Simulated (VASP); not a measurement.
# Hf3As4 (P-43m) in VASP: notebook

Hf3As4 is run at these levels: PBE; tasks: single point, relaxation of cell and atoms.

Program: VASP 6.6.1. These are calculated values, not measurements. Logs are shortened: lines on timing, memory, paths and dates and some standing lists are left out, and cuts for length are marked.

**1. The cell of the first run**

Symmetry: P-43m, No. 215, cubic system. Conventional cell: a = 5.867 Å, b = 5.867 Å, c = 5.867 Å, α = 90.00°, β = 90.00°, γ = 90.00°. Within 3.4 Å of Hf (site symmetry -42m) lie 4 As at 2.60 Å. As (site symmetry 3m) has 3 Hf at 2.60 Å within 3.4 Å.

**2. Single point, PBE**

Contents of INCAR:

```
PREC = Accurate
ENCUT = 520
EDIFF = 1E-7
ISMEAR = 0
SIGMA = 0.02
LREAL = False
LASPH = True
NELM = 100
ALGO = Normal
ISIF = 2
LWAVE = False
LCHARG = False
GGA = PE
NBANDS = 34
```

Contents of KPOINTS:

```
regular mesh
0
Gamma
  6 6 6
```

Contents of POSCAR:

```
Hf3As4
1.0
    5.8666634586      0.0000000000      0.0000000000
    0.0000000000      5.8666634586      0.0000000000
    0.0000000000      0.0000000000      5.8666634586
Hf As
3 4
Direct
    0.0000000000      0.0000000000      0.5000000000
    0.5000000000      0.0000000000      0.0000000000
    0.0000000000      0.5000000000      0.0000000000
    0.2654332191      0.7345667809      0.2654332191
    0.7345667809      0.2654332191      0.2654332191
    0.2654332191      0.2654332191      0.7345667809
    0.7345667809      0.7345667809      0.7345667809
```

Potentials or basis: VASP PAW PBE potentials, release 64 (Hf_pv, As).

Started as:

```sh
$ cat potpaw_PBE.64/Hf_pv/POTCAR potpaw_PBE.64/As/POTCAR > POTCAR
$ mpirun -np 1 vasp_std > vasp.out
```

OUTCAR:

```text
PREC = Accurate
   ENCUT = 520
   EDIFF = 1E-7
   ISMEAR = 0
   LREAL = False
   LASPH = True
   NELM = 100
   ISIF = 2
   GGA = PE

 ion  position               nearest neighbor table
   1  0.000  0.000  0.500-   4 2.60   5 2.60   6 2.60   7 2.60
   2  0.500  0.000  0.000-   4 2.60   5 2.60   6 2.60   7 2.60
   3  0.000  0.500  0.000-   4 2.60   5 2.60   6 2.60   7 2.60
   4  0.265  0.735  0.265-   1 2.60   2 2.60   3 2.60
   5  0.735  0.265  0.265-   1 2.60   2 2.60   3 2.60
   6  0.265  0.265  0.735-   1 2.60   2 2.60   3 2.60
   7  0.735  0.735  0.735-   1 2.60   2 2.60   3 2.60

  LATTYP: Found a simple cubic cell.
 ALAT       =     5.8666634586

  Lattice vectors:

 A1 = (   5.8666634586,   0.0000000000,   0.0000000000)
 A2 = (   0.0000000000,   5.8666634586,   0.0000000000)
 A3 = (   0.0000000000,   0.0000000000,   5.8666634586)

Analysis of symmetry for initial positions (statically):
=====================================================================
 Subroutine PRICEL returns:
 Original cell was already a primitive cell.

 Routine SETGRP: Setting up the symmetry group for a
 simple cubic supercell.

 Subroutine GETGRP returns: Found 24 space group operations
 (whereof 24 operations were pure point group operations)
 out of a pool of 48 trial point group operations.

The static configuration has the point symmetry T_d .

Analysis of symmetry for dynamics (positions and initial velocities):
=====================================================================
 Subroutine PRICEL returns:
 Original cell was already a primitive cell.

 Routine SETGRP: Setting up the symmetry group for a
 simple cubic supercell.

 Subroutine GETGRP returns: Found 24 space group operations
 (whereof 24 operations were pure point group operations)
 out of a pool of 48 trial point group operations.

The dynamic configuration has the point symmetry T_d .

 Subroutine INISYM returns: Found 24 space group operations
 (whereof 24 operations are pure point group operations),
 and found     1 'primitive' translations

----------------------------------------------------------------------------------------

                                     Primitive cell

  volume of cell :     201.9173

  direct lattice vectors                    reciprocal lattice vectors
     5.866663459  0.000000000  0.000000000     0.170454639  0.000000000  0.000000000
     0.000000000  5.866663459  0.000000000     0.000000000  0.170454639  0.000000000
     0.000000000  0.000000000  5.866663459     0.000000000  0.000000000  0.170454639

  length of vectors
     5.866663459  5.866663459  5.866663459     0.170454639  0.170454639  0.170454639

  position of ions in fractional coordinates (direct lattice)
     0.000000000  0.000000000  0.500000000
     0.500000000  0.000000000  0.000000000
     0.000000000  0.500000000  0.000000000
     0.265433219  0.734566781  0.265433219
     0.734566781  0.265433219  0.265433219
     0.265433219  0.265433219  0.734566781
     0.734566781  0.734566781  0.734566781

  ion indices of the primitive-cell ions
   primitive index   ion index
                 1           1
                 2           2
                 3           3
                 4           4
                 5           5
                 6           6
                 7           7

----------------------------------------------------------------------------------------

 KPOINTS: regular mesh

Automatic generation of k-mesh.
 Grid dimensions read from file:
 generate k-points for:    6    6    6

 Generating k-lattice:

  Cartesian coordinates                     Fractional coordinates (reciprocal lattice)
     0.028409106  0.000000000  0.000000000     0.166666667  0.000000000  0.000000000
     0.000000000  0.028409106  0.000000000     0.000000000  0.166666667  0.000000000
     0.000000000  0.000000000  0.028409106     0.000000000  0.000000000  0.166666667

  Length of vectors
     0.028409106  0.028409106  0.028409106

  Shift w.r.t. Gamma in fractional coordinates (k-lattice)
     0.000000000  0.000000000  0.000000000

 Subroutine IBZKPT returns following result:
 ===========================================

 Found     20 irreducible k-points:

 Following reciprocal coordinates:
            Coordinates               Weight
  0.000000  0.000000  0.000000      1.000000
  0.166667  0.000000  0.000000      6.000000
  0.333333  0.000000  0.000000      6.000000
  0.500000  0.000000  0.000000      3.000000
  0.166667  0.166667  0.000000     12.000000
  0.333333  0.166667  0.000000     24.000000
[... 12 lines left out ...]
  0.500000  0.500000  0.333333      6.000000
  0.500000  0.500000  0.500000      1.000000
   k-points           NKPTS =     20   k-points in BZ     NKDIM =     20   number of bands    NBANDS=     34
   number of dos      NEDOS =    301   number of ions     NIONS =      7
   total plane-waves  NPLWV = 110592
   dimension x,y,z NGX =    48 NGY =   48 NGZ =   48
   dimension x,y,z NGXF=    96 NGYF=   96 NGZF=   96
   ions per type =               3   4
   NGX,Y,Z   is equivalent  to a cutoff of  13.60, 13.60, 13.60 a.u.
   NGXF,Y,Z  is equivalent  to a cutoff of  27.20, 27.20, 27.20 a.u.
 SYSTEM =  unknown system
   PREC   = accura    normal or accurate (medium, high low for compatibility)
   ISTART =      0    job   : 0-new  1-cont  2-samecut
   ICHARG =      2    charge: 1-file 2-atom 10-const
   ISPIN  =      1    spin polarized calculation?
   LNONCOLLINEAR =      F non collinear calculations
   LSORBIT =      F    spin-orbit coupling
   LASPH  =      T    aspherical Exc in radial PAW
   ENCUT  =  520.0 eV  38.22 Ry    6.18 a.u.  10.91 10.91 10.91*2*pi/ulx,y,z
   NELM   =    100;   NELMIN=  2; NELMDL= -5     # of ELM steps
   EDIFF  = 0.1E-06   stopping-criterion for ELM
   LREAL  =      F    real-space projection
   EDIFFG = 0.1E-05   stopping-criterion for IOM
   NSW    =      0    number of steps for IOM
   IBRION =     -1    ionic relax: 0-MD 1-quasi-New 2-CG
   NFREE  =      0    steps in history (QN), initial steepest desc. (CG)
   ISIF   =      2    stress and relaxation
   ISYM   =      2    0-nonsym 1-usesym 2-fastsym
   POTIM  = 0.5000    time-step for ionic-motion
   TEBEG  =    0.0;   TEEND  =   0.0 temperature during run
   PSTRESS=    0.0 pullay stress
   NELECT =      50.0000    total number of electrons
   NUPDOWN=      -1.0000    fix difference up-down
   EMIN   =  10.00;   EMAX   =-10.00  energy-range for DOS
   EFERMI =   0.00;   METHOD = LEGACY
   ISMEAR =     0;   SIGMA  =   0.02  broadening in eV -4-tet -1-fermi 0-gaus
   EFERMI_NEDOS =   21; number of points for ismear=-14 and -15
   IALGO  =     38    algorithm
   IMIX   =      4    mixing-type and parameters
     AMIX     =   0.40;   BMIX     =  1.00
     AMIX_MAG =   1.60;   BMIX_MAG =  1.00
  volume/ion in A,a.u.               =      28.85       194.66
  Fermi-wavevector in a.u.,A,eV,Ry     =   1.028033  1.942700 14.379338  1.056852
  Thomas-Fermi vector in A             =   2.162008
   LORBIT       =      0    0 simple, 1 ext, 2 COOP (PROOUT), +10 PAW based schemes
   GGA     = PE    functional components
   LHFCALC =     F    Hartree Fock is set to
   AEXX    =    0.0000 exact exchange contribution
   IVDW    =     0    specifies the selected vdW correction
   LEPSILON=     F    determine dielectric tensor
   LRPA    =     F    only Hartree local field effects (RPA)
 non-spin polarized calculation
 Gauss-broadening in eV      SIGMA  =   0.02
  energy-cutoff  :      520.00
  volume of cell :      201.92
 maximum number of plane-waves:      5520
 NGX is ok and might be reduce to    48
   NGX = 21   NGY = 21   NGZ = 21

 number of electron      50.0000012 magnetization

 Free energy of the ion-electron system (eV)
  ---------------------------------------------------
  ext. energy  EPLUGINS =         0.00000000
  ---------------------------------------------------
  free energy    TOTEN  =       -50.52579462 eV

  energy without entropy =      -50.52579462  energy(sigma->0) =      -50.52579462

 E-fermi :   1.8641     XC(G=0):  -9.0600

 val. band max:        1.7650168596   @ k =   0.1667   0.1667   0.0000
 cond. band min:       2.8279119389   @ k =   0.1667   0.1667   0.0000
 fundamental gap:      1.0628950793
 Fermi energy:         1.8640571345

 k-point     1 :       0.0000    0.0000    0.0000
  band No.  band energies     occupation
      1     -28.8751      2.00000
      2     -28.8751      2.00000
      3     -28.8751      2.00000
      4     -28.8610      2.00000
      5     -28.8610      2.00000
      6     -28.8610      2.00000
[... 26 lines left out ...]
     33       4.7035      0.00000
     34       5.0748      0.00000

 k-point     2 :       0.1667    0.0000    0.0000
  band No.  band energies     occupation
      1     -28.8744      2.00000
      2     -28.8744      2.00000
      3     -28.8739      2.00000
      4     -28.8611      2.00000
      5     -28.8611      2.00000
      6     -28.8610      2.00000
[... 26 lines left out ...]
     33       4.8226      0.00000
     34       5.1457      0.00000

 k-point     3 :       0.3333    0.0000    0.0000
  band No.  band energies     occupation
      1     -28.8730      2.00000
      2     -28.8730      2.00000
      3     -28.8713      2.00000
      4     -28.8614      2.00000
      5     -28.8614      2.00000
      6     -28.8611      2.00000
[... 26 lines left out ...]
     33       4.9956      0.00000
     34       5.9510      0.00000
[... 556 lines left out ...]
 k-point    19 :       0.5000    0.5000    0.3333
  band No.  band energies     occupation
      1     -28.8829      2.00000
      2     -28.8806      2.00000
      3     -28.8806      2.00000
      4     -28.8503      2.00000
      5     -28.8503      2.00000
      6     -28.8482      2.00000
[... 26 lines left out ...]
     33       5.4611      0.00000
     34       5.4699      0.00000

 k-point    20 :       0.5000    0.5000    0.5000
  band No.  band energies     occupation
      1     -28.8828      2.00000
      2     -28.8828      2.00000
      3     -28.8828      2.00000
      4     -28.8482      2.00000
      5     -28.8482      2.00000
      6     -28.8482      2.00000
[... 26 lines left out ...]
     33       5.5487      0.00000
     34       5.5487      0.00000

------------------------ aborting loop because EDIFF is reached ----------------------------------------

  FORCE on cell =-STRESS in cart. coord.  units (eV):
  Direction    XX          YY          ZZ          XY          YZ          ZX
  --------------------------------------------------------------------------------------
  -------------------------------------------------------------------------------------
  Total       -0.1472361     -0.1472361     -0.1472361      0.0000000      0.0000000      0.0000000
  in kB       -1.1682918     -1.1682918     -1.1682918      0.0000000      0.0000000      0.0000000
  external PRESSURE =      -1.1682918 kB  Pullay stress =       0.0000000 kB

 VOLUME and BASIS-vectors are now :
 -----------------------------------------------------------------------------
  energy-cutoff  :      520.00
  volume of cell :      201.92
      direct lattice vectors                 reciprocal lattice vectors
     5.866663459  0.000000000  0.000000000     0.170454639  0.000000000  0.000000000
     0.000000000  5.866663459  0.000000000     0.000000000  0.170454639  0.000000000
     0.000000000  0.000000000  5.866663459     0.000000000  0.000000000  0.170454639

 POSITION                                       TOTAL-FORCE (eV/Angst)
 -----------------------------------------------------------------------------------
      0.00000      0.00000      2.93333         0.000000     -0.000000     -0.000000
      2.93333      0.00000      0.00000         0.000000     -0.000000     -0.000000
      0.00000      2.93333      0.00000         0.000000     -0.000000     -0.000000
      1.55721      4.30946      1.55721        -0.006657      0.006657     -0.006657
      4.30946      1.55721      1.55721         0.006657     -0.006657     -0.006657
      1.55721      1.55721      4.30946        -0.006657     -0.006657      0.006657
      4.30946      4.30946      4.30946         0.006657      0.006657      0.006657
 -----------------------------------------------------------------------------------
    total drift:                                0.000000      0.000000     -0.000000

  FREE ENERGIE OF THE ION-ELECTRON SYSTEM (eV)
  ---------------------------------------------------
  free  energy   TOTEN  =       -50.5257946215 eV

  energy  without entropy=      -50.5257946215  energy(sigma->0) =      -50.52579462
```

Run time: 85 s. Hardware: 1 thread of Intel Xeon 6975P-C (Granite Rapids), shared host; peak memory 0.37 GiB.

Results:

```yaml
Free_energy: -50.5258 eV
Pressure: -0.1 GPa
Largest_force: 0.012 eV/Å
Band_gap_on_the_k_mesh: 1.06 eV, direct
```

Forces on the atoms (eV/Å):
```
Hf   0.000  0.000  0.000
Hf   0.000  0.000  0.000
Hf   0.000  0.000  0.000
As  -0.007  0.007 -0.007
As   0.007 -0.007 -0.007
As  -0.007 -0.007  0.007
As   0.007  0.007  0.007
```

Caveat: spin-orbit coupling is left out, which moves the levels of the heavy elements. As with any semilocal functional, this PBE gap is likely too small.

**3. Relaxation of cell and atoms, PBE**

Contents of INCAR:

```
SYSTEM = Hf3As4
PREC = Accurate ; ENCUT = 600
EDIFF = 1E-6 ; ISMEAR = 0
SIGMA = 0.02 ; LREAL = .FALSE.
LASPH = .TRUE. ; NELM = 100
ALGO = Normal ; ISIF = 3
LWAVE = .FALSE. ; LCHARG = .FALSE.
GGA = PE ; IBRION = 2
NSW = 100 ; EDIFFG = -0.01
```

Contents of KPOINTS:

```
regular mesh
0
G
  6 6 6
  0 0 0
```

Contents of POSCAR:

```
Hf3As4
1.0
    5.8636031430      0.0000000000      0.0000000000
    0.0000000000      5.8636031430      0.0000000000
    0.0000000000      0.0000000000      5.8636031430
Hf As
3 4
Direct
    0.0000000000      0.0000000000      0.5000000000
    0.5000000000      0.0000000000      0.0000000000
    0.0000000000      0.5000000000      0.0000000000
    0.2664796547      0.7335203453      0.2664796547
    0.7335203453      0.2664796547      0.2664796547
    0.2664796547      0.2664796547      0.7335203453
    0.7335203453      0.7335203453      0.7335203453
```

Potentials or basis: VASP PAW PBE potentials, release 64 (Hf_pv, As).

Started as:

```sh
$ cat potpaw_PBE.64/Hf_pv/POTCAR potpaw_PBE.64/As/POTCAR > POTCAR
$ mpirun -np 1 vasp_std > vasp.out
```

Wall time 5.6 min (1 thread of Intel Xeon 6975P-C (Granite Rapids), shared host); peak memory 0.41 GiB.

Results (log left out):

| Item | Value |
| --- | --- |
| Free energy | -50.5262 eV |
| Relaxed volume | 28.78 Å³/atom |
| Relaxed cell | a = 5.862 Å, b = 5.862 Å, c = 5.862 Å, α = 90.00°, β = 90.00°, γ = 90.00° |
| Space group after relaxing (to 0.05 Å) | P-43m (No. 215) |
| Energy gained by relaxing | 0.2 meV/atom |
| Ionic steps | 9 |
| Pressure after relaxing | 0.0 GPa |
| Band gap on the k mesh | 1.06 eV, direct |

Forces in eV/Å, atoms in the order of the input:
```
Hf   0.000  0.000  0.000
Hf   0.000  0.000  0.000
Hf   0.000  0.000  0.000
As  -0.001  0.001 -0.001
As   0.001 -0.001 -0.001
As  -0.001 -0.001  0.001
As   0.001  0.001  0.001
```

Step by step:
| step | energy change (eV) | largest force (eV/Å) | pressure (GPa) | volume (Å³) |
| --- | --- | --- | --- | --- |
| 1 | 0.0000 | 0.0540 | -0.28 | 201.60 |
| 2 | -0.0002 | 0.0164 | 0.29 | 200.16 |
| 3 | -0.0008 | 0.0168 | 0.02 | 200.83 |
| 4 | -0.0008 | 0.0176 | 0.03 | 200.84 |
| 5 | -0.0006 | 0.0357 | -0.13 | 201.22 |
| 6 | -0.0008 | 0.0191 | 0.00 | 200.87 |
| 7 | -0.0009 | 0.0173 | 0.01 | 200.93 |
| 8 | -0.0010 | 0.0122 | 0.01 | 201.10 |
| 9 | -0.0012 | 0.0022 | 0.00 | 201.45 |

Final structure:
```yaml
crystal:
  lattice:
    - [5.86212, 0.00000, 0.00000]
    - [0.00000, 5.86212, 0.00000]
    - [0.00000, 0.00000, 5.86212]
  atoms:
    - { symbol: Hf, position: [0.00000, 0.00000, 0.50000] }
    - { symbol: Hf, position: [0.50000, 0.00000, 0.00000] }
    - { symbol: Hf, position: [0.00000, 0.50000, 0.00000] }
    - { symbol: As, position: [0.26560, 0.73440, 0.26560] }
    - { symbol: As, position: [0.73440, 0.26560, 0.26560] }
    - { symbol: As, position: [0.26560, 0.26560, 0.73440] }
    - { symbol: As, position: [0.73440, 0.73440, 0.73440] }
```

Levels at points of the mesh, in eV from the valence-band top:
| k point | band 21 | band 22 | band 23 | band 24 | band 25 | band 26 | band 27 | band 28 | band 29 | band 30 |
| --- | --- | --- | --- | --- | --- | --- | --- | --- | --- | --- |
| (0.00, 0.00, 0.00) | -0.43 | -0.43 | -0.06 | -0.06 | -0.06 | 1.36 | 1.36 | 1.36 | 2.11 | 2.11 |
| (0.50, 0.00, 0.00) | -1.21 | -0.65 | -0.65 | -0.16 | -0.16 | 1.22 | 1.50 | 1.50 | 1.72 | 2.42 |
| (0.50, 0.50, 0.00) | -1.19 | -0.97 | -0.71 | -0.17 | -0.17 | 1.75 | 2.03 | 2.03 | 2.41 | 2.91 |
| (0.50, 0.50, 0.50) | -1.02 | -1.02 | -0.28 | -0.28 | -0.28 | 2.55 | 2.69 | 2.69 | 2.69 | 2.84 |

Caveat: spin-orbit coupling is left out, which moves the levels of the heavy elements. A k mesh can miss the band edges.

**4. Single point, PBE**

This run uses another cell than the first one, of 24.19 Å³/atom, 0.839 times its volume.

Contents of INCAR:

```
  ALGO = Normal
  EDIFF = 1E-6
  ENCUT = 520
  GGA = PE
  ISIF = 2
  ISMEAR = 0
  LASPH = T
  LCHARG = F
  LREAL = F
  LWAVE = F
  NBANDS = 34
  NELM = 100
  PREC = Accurate
  SIGMA = 0.1
```

Contents of KPOINTS:

```
k-points
0
Gamma
  4 4 4
```

Contents of POSCAR:

```
Hf3As4
1.0
    5.5322063800      0.0000000000      0.0000000000
    0.0000000000      5.5322063800      0.0000000000
    0.0000000000      0.0000000000      5.5322063800
Hf As
3 4
Direct
    0.0000000000      0.0000000000      0.5000000000
    0.5000000000      0.0000000000      0.0000000000
    0.0000000000      0.5000000000      0.0000000000
    0.2842946100      0.7157053900      0.2842946100
    0.7157053900      0.2842946100      0.2842946100
    0.2842946100      0.2842946100      0.7157053900
    0.7157053900      0.7157053900      0.7157053900
```

Started as:

```sh
$ cat potpaw_PBE.64/Hf_pv/POTCAR potpaw_PBE.64/As/POTCAR > POTCAR
$ mpirun -np 1 vasp_std > vasp.out
```

Run time: 36 s. Hardware: 1 thread of Intel Xeon 6975P-C (Granite Rapids), shared host; peak memory 0.26 GiB.

Results (log left out):

```yaml
Free_energy: -49.8097 eV
Pressure: 9.5 GPa
Largest_force: 0.330 eV/Å
Band_gap_on_the_k_mesh: 0.80 eV, indirect (least direct gap 0.90 eV)
```

Forces on the atoms (eV/Å):
```
Hf   0.000  0.000  0.000
Hf   0.000  0.000  0.000
Hf   0.000  0.000  0.000
As   0.190 -0.190  0.190
As  -0.190  0.190  0.190
As   0.190  0.190 -0.190
As  -0.190 -0.190 -0.190
```

Levels at points of the mesh, in eV from the valence-band top:
| k point | band 23 | band 24 | band 25 | band 26 | band 27 | band 28 |
| --- | --- | --- | --- | --- | --- | --- |
| (0.00, 0.00, 0.00) | -0.06 | -0.06 | -0.06 | 1.33 | 1.50 | 1.50 |
| (0.50, 0.00, 0.00) | -0.52 | -0.18 | -0.18 | 1.03 | 1.34 | 1.34 |
| (0.50, 0.50, 0.00) | -0.47 | -0.11 | -0.11 | 1.77 | 1.95 | 2.06 |
| (0.50, 0.50, 0.50) | -0.31 | -0.31 | -0.31 | 1.82 | 3.14 | 3.14 |

Caveat: spin-orbit coupling is left out, which moves the levels of the heavy elements. A k mesh can miss the band edges.

**5. The runs side by side**

| task | cell | k mesh | cutoff (eV) | smearing | gap on the mesh (eV) | pressure (GPa) | largest force (eV/Å) |
| --- | --- | --- | --- | --- | --- | --- | --- |
| single point | a = 5.867 Å, 7 atoms | 6 × 6 × 6 | 520 | gaussian 0.02 eV | 1.06 | -0.1 | 0.01 |
| relaxation of cell and atoms | relaxed from a = 5.864 Å, 7 atoms | 6 × 6 × 6 | 600 | gaussian 0.02 eV | 1.06 | 0.0 | - |
| single point | a = 5.532 Å, 7 atoms | 4 × 4 × 4 | 520 | gaussian 0.1 eV | 0.80 | 9.5 | 0.33 |

Alike in all rows: level PBE; potentials or basis VASP PAW PBE potentials, release 64 (Hf_pv, As); no spin polarisation.

Caveats: spin-orbit coupling is left out, which moves the levels of the heavy elements.

Absolute energies hang on the potentials; compare differences alone.
